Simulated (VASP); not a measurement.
# CuO (Cc) in VASP: notebook

Runs on CuO. Level: PBEsol+U. Tasks: single point.

Everything below comes from runs of VASP 6.6.1. Logs are shortened: lines on timing, memory, paths and dates and some standing lists are left out, and cuts for length are marked.

### 1 The cell of the first run

Symmetry: Cc, No. 9, monoclinic system. Conventional cell: a = 4.689 Å, b = 3.427 Å, c = 5.132 Å, α = 90.00°, β = 99.65°, γ = 90.00°. Within 2.5 Å of Cu (site symmetry 1) lie 4 O at 1.91 to 2.02 Å. Within 2.5 Å of O (site symmetry 1) lie 4 Cu at 1.91 to 2.02 Å.

### 2 Single point, PBEsol+U, collinear spin

INCAR

```
SYSTEM = CuO
PREC = Accurate ; ENCUT = 520
EDIFF = 1E-7 ; ISMEAR = 0
SIGMA = 0.05 ; LREAL = .False.
LASPH = .True. ; NELM = 150
ALGO = Normal ; ISIF = 2
LWAVE = .False. ; LCHARG = .True.
ISPIN = 2 ; MAGMOM = 1 1 0 0
LORBIT = 11 ; LMAXMIX = 4
LDAU = .True. ; LDAUTYPE = 1
LDAUL = 2 -1 ; LDAUU = 6 0
LDAUJ = 0.7 0 ; LDAUPRINT = 1
GGA = PS ; LELF = .True.
LVHAR = .True. ; NBANDS = 29
```

KPOINTS

```
Automatic mesh
0
Gamma
  7 7 4
  0 0 0
```

POSCAR

```
CuO
1.0
    2.3446497600     -1.7133998200      0.0000000000
    2.3446497600      1.7133998200      0.0000000000
   -0.8605499100      0.0000000000      5.0594394800
Cu O
2 2
Direct
    0.0032000000      0.4968000000      0.0000000000
    0.4968000000      0.0032000000      0.5000000000
    0.5714000000      0.4056000000      0.2537000000
    0.4056000000      0.5714000000      0.7537000000
```

Potentials or basis: VASP PAW PBE potentials, release 64 (Cu, O).

On the command line:

```
cat potpaw_PBE.64/Cu/POTCAR potpaw_PBE.64/O/POTCAR > POTCAR
mpirun -np 1 vasp_std > vasp.out
```

OUTCAR:

```text
SYSTEM = CuO
   PREC = Accurate
   ENCUT = 520
   EDIFF = 1E-7
   ISMEAR = 0
   LREAL = .False.
   LASPH = .True.
   NELM = 150
   ISIF = 2
   ISPIN = 2
   LORBIT = 11
   GGA = PS

 ion  position               nearest neighbor table
   1  0.003  0.497  0.000-   4 1.91   3 1.93   4 1.98   3 2.02
   2  0.497  0.003  0.500-   3 1.91   4 1.93   3 1.98   4 2.02
   3  0.571  0.406  0.254-   2 1.91   1 1.93   2 1.98   1 2.02
   4  0.406  0.571  0.754-   1 1.91   2 1.93   1 1.98   2 2.02

  LATTYP: Found a base centered monoclinic cell.
 ALAT       =     4.6892995200
 B/A-ratio  =     0.7307700490
 C/A-ratio  =     1.0944283419
 COS(beta)  =    -0.1676798045

  Lattice vectors:

 A1 = (   2.3446497600,  -1.7133998200,   0.0000000000)
 A2 = (   2.3446497600,   1.7133998200,   0.0000000000)
 A3 = (  -0.8605499100,   0.0000000000,   5.0594394800)

Analysis of symmetry for initial positions (statically):
=====================================================================
 Subroutine PRICEL returns:
 Original cell was already a primitive cell.

 Routine SETGRP: Setting up the symmetry group for a
 base centered monoclinic supercell.

 Subroutine GETGRP returns: Found  2 space group operations
 (whereof  1 operations were pure point group operations)
 out of a pool of  4 trial point group operations.

The static configuration has the point symmetry C_1 .
 The point group associated with its full space group is C_1h.

Analysis of symmetry for dynamics (positions and initial velocities):
=====================================================================
 Subroutine PRICEL returns:
 Original cell was already a primitive cell.

 Routine SETGRP: Setting up the symmetry group for a
 base centered monoclinic supercell.

 Subroutine GETGRP returns: Found  2 space group operations
 (whereof  1 operations were pure point group operations)
 out of a pool of  4 trial point group operations.

The dynamic configuration has the point symmetry C_1 .
 The point group associated with its full space group is C_1h.

[... 218 lines left out ...]
  o =  0.9689  v =  0.0000  0.0000  0.0000  0.0000  0.0000  0.0815  0.0963 -0.1833 -0.3791 -0.8982      0.0000  0.0000  0.0000  0.0000  0.0000  0.0000  0.0000  0.0000  0.0000  0.0000
  o =  0.9699  v =  0.0000  0.0000  0.0000  0.0000  0.0000  0.1494 -0.7808  0.3020  0.4245 -0.3110      0.0000  0.0000  0.0000  0.0000  0.0000  0.0000  0.0000  0.0000  0.0000  0.0000
  o =  0.9741  v = -0.0406  0.6310 -0.3508 -0.5794 -0.3760  0.0000  0.0000  0.0000  0.0000  0.0000      0.0000  0.0000  0.0000  0.0000  0.0000  0.0000  0.0000  0.0000  0.0000  0.0000
  o =  0.9751  v =  0.1358 -0.4721  0.0249  0.0260 -0.8703  0.0000  0.0000  0.0000  0.0000  0.0000      0.0000  0.0000  0.0000  0.0000  0.0000  0.0000  0.0000  0.0000  0.0000  0.0000
  o =  0.9797  v =  0.0000  0.0000  0.0000  0.0000  0.0000 -0.4957  0.2059  0.8225 -0.1312 -0.1353      0.0000  0.0000  0.0000  0.0000  0.0000  0.0000  0.0000  0.0000  0.0000  0.0000
  o =  0.9815  v = -0.4890  0.1929  0.8219 -0.1482 -0.1619  0.0000  0.0000  0.0000  0.0000  0.0000      0.0000  0.0000  0.0000  0.0000  0.0000  0.0000  0.0000  0.0000  0.0000  0.0000
  o =  1.0343  v =  0.0853  0.5625  0.0060  0.7773 -0.2685  0.0000  0.0000  0.0000  0.0000  0.0000      0.0000  0.0000  0.0000  0.0000  0.0000  0.0000  0.0000  0.0000  0.0000  0.0000

 number of electron      33.9999999 magnetization       1.9999707

 Free energy of the ion-electron system (eV)
  ---------------------------------------------------
  ext. energy  EPLUGINS =         0.00000000
  ---------------------------------------------------
  free energy    TOTEN  =       -18.28787942 eV

  energy without entropy =      -18.28787942  energy(sigma->0) =      -18.28787942

 E-fermi :   5.1372     XC(G=0): -12.1147

 val. band max:        4.9242380290   @ k =   0.4286   0.4286   0.0000
 cond. band min:       5.4443116122   @ k =  -0.4286   0.4286   0.0000
 fundamental gap:      0.5200735832
 Fermi energy:         5.1372269853

 spin component 1

 k-point     1 :       0.0000    0.0000    0.0000
  band No.  band energies     occupation
      1     -14.2909      1.00000
      2     -12.9071      1.00000
      3      -3.2596      1.00000
      4      -2.7745      1.00000
      5      -2.4357      1.00000
      6      -0.4941      1.00000
[... 1529 lines left out ...]
     28      23.3773      0.00000
     29      25.2724      0.00000

 [... further k-points ...]

------------------------ aborting loop because EDIFF is reached ----------------------------------------

  FORCE on cell =-STRESS in cart. coord.  units (eV):
  Direction    XX          YY          ZZ          XY          YZ          ZX
  --------------------------------------------------------------------------------------
  -------------------------------------------------------------------------------------
  Total       -1.5445198     -0.8475912     -1.4612426      0.0000000      0.0000000      0.1923168
  in kB      -60.8744383    -33.4062634    -57.5922201      0.0000000      0.0000000      7.5798165
  external PRESSURE =     -50.6243073 kB  Pullay stress =       0.0000000 kB

 VOLUME and BASIS-vectors are now :
 -----------------------------------------------------------------------------
  energy-cutoff  :      520.00
  volume of cell :       40.65
      direct lattice vectors                 reciprocal lattice vectors
     2.344649760 -1.713399820  0.000000000     0.213251467 -0.291817470  0.036271514
     2.344649760  1.713399820  0.000000000     0.213251467  0.291817470  0.036271514
    -0.860549910  0.000000000  5.059439480     0.000000000  0.000000000  0.197650353

 POSITION                                       TOTAL-FORCE (eV/Angst)
 -----------------------------------------------------------------------------------
      1.17232      0.84573      0.00000        -0.640497      0.263067      0.270531
      0.74205     -0.84573      2.52972        -0.640497     -0.263067      0.270531
      2.07240     -0.28408      1.28358         0.640497      0.199186     -0.270531
      1.64213      0.28408      3.81330         0.640497     -0.199186     -0.270531
 -----------------------------------------------------------------------------------
    total drift:                               -0.000190      0.000000     -0.000507

  FREE ENERGIE OF THE ION-ELECTRON SYSTEM (eV)
  ---------------------------------------------------
  free  energy   TOTEN  =       -18.2878794186 eV

  energy  without entropy=      -18.2878794186  energy(sigma->0) =      -18.28787942

 total charge

# of ion       s       p       d       tot
------------------------------------------
    1        0.382   0.397   9.151   9.930
    2        0.382   0.397   9.151   9.930
    3        1.550   3.423   0.000   4.973
    4        1.550   3.423   0.000   4.973
--------------------------------------------------
tot          3.864   7.640  18.303  29.806

 magnetization (x)

# of ion       s       p       d       tot
------------------------------------------
    1       -0.003   0.004   0.681   0.682
    2       -0.003   0.004   0.681   0.682
    3        0.019   0.262   0.000   0.281
    4        0.019   0.262   0.000   0.281
--------------------------------------------------
tot          0.032   0.533   1.362   1.927
```

stdout:

```text
POSCAR found type information on POSCAR CuO
 POSCAR found :  2 types and       4 ions
 scaLAPACK will be used
 -----------------------------------------------------------------------------
|                                                                             |
|                                                                             |
|     You enforced a specific xc type in the INCAR file but a different       |
|     I HOPE YOU KNOW WHAT YOU ARE DOING!                                     |
|                                                                             |
 -----------------------------------------------------------------------------

 LDA part: xc-table for (Slater+PW92), standard interpolation
 POSCAR, INCAR and KPOINTS ok, starting setup
 FFT: planning ... GRIDC
 FFT: planning ... GRID_SOFT
 FFT: planning ... GRID
 WAVECAR not read
 entering main loop
```

It took 97 s on 1 thread of AMD EPYC 9R45 (Zen 5), shared host; peak memory 0.21 GiB.

Results:

```
Free energy                                           : -18.2879 eV
Pressure                                              : -5.1 GPa
Largest force                                         : 0.743 eV/Å
Band gap on the k mesh                                : 0.52 eV (least direct gap 0.54 eV)
Net moment                                            : 2.00 μB per cell
Site moments                                          : Cu +0.68; O +0.28 μB
Valence electrons inside the program's atomic spheres : Cu 9.93; O 4.97
```

Forces on the atoms (eV/Å):
```
Cu  -0.640  0.263  0.271
Cu  -0.640 -0.263  0.271
O    0.640  0.199 -0.271
O    0.640 -0.199 -0.271
```

Levels at points of the mesh, in eV from the valence-band top:
Spin up:
```
           k point  band 14  band 15  band 16  band 17  band 18  band 19  band 20  band 21  band 22  band 23
(0.00, 0.00, 0.00)    -2.38    -2.37    -1.97    -0.53    -0.07     1.84     6.51     8.43    13.81    15.49
(0.00, 0.00, 0.50)    -3.44    -1.75    -1.75    -0.69    -0.69     4.18     4.18    11.95    11.95    14.57
```
Spin down:
| k point | band 14 | band 15 | band 16 | band 17 | band 18 | band 19 |
| --- | --- | --- | --- | --- | --- | --- |
| (0.00, 0.00, 0.00) | -1.92 | -1.85 | -1.37 | 1.68 | 2.13 | 2.52 |
| (0.00, 0.00, 0.50) | -3.07 | -1.24 | -1.24 | 1.94 | 1.94 | 4.48 |

Eigenvalues of the final occupation matrices:
```csv
site,spin,trace,eigenvalues
site 1 d,1,4.93,0.96 0.97 0.98 0.98 1.03
site 1 d,2,4.25,0.37 0.95 0.97 0.97 0.98
site 2 d,1,4.93,0.96 0.97 0.98 0.98 1.03
site 2 d,2,4.25,0.37 0.95 0.97 0.97 0.98
```

Caveat: the cell stands under tension; semilocal functionals underestimate gaps, and a narrow one can read as zero; the PAW data sets were made with another functional, which shifts forces and pressure a little. A k mesh can miss the band edges.

(Continued in part 2 of 2.)

The gap in the log of VASP goes by the Fermi energy; the results here count the filled bands.